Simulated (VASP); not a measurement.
Input of a VASP 6.6.1 run:

Contents of INCAR:

```
  ALGO = Normal
  EDIFF = 1E-6
  ENCUT = 520
  GGA = CA
  ISIF = 2
  ISMEAR = -1
  LASPH = T
  LCHARG = F
  LREAL = F
  LWAVE = F
  NBANDS = 20
  NELM = 100
  PREC = Accurate
  SIGMA = 0.08
```

Contents of KPOINTS:

```
k-points
0
Gamma
  11 11 11
```

Contents of POSCAR:

```
TaBi
1.0
    0.0000000000      2.3356386714      2.3356386714
    2.3356386714      0.0000000000      2.3356386714
    2.3356386714      2.3356386714      0.0000000000
Ta Bi
1 1
Direct
    0.0000000000      0.0000000000      0.0000000000
    0.5000000000      0.5000000000      0.5000000000
```

Potentials or basis: VASP PAW LDA potentials, release 64 (Ta_pv, Bi_d).

The run is started by

```sh
$ cat potpaw_LDA.64/Ta_pv/POTCAR potpaw_LDA.64/Bi_d/POTCAR > POTCAR
$ mpirun -np 1 vasp_std > vasp.out
```

Problem. What does it give for the pressure?

Solution. 271.7 GPa.

Problem. What does it give for the band gap on the k mesh?

Solution. Zero (band 13 reaches 18.04 eV, above the bottom of band 14 at 16.31 eV).

Caveat: spin-orbit coupling is left out, which moves the levels of the heavy elements.
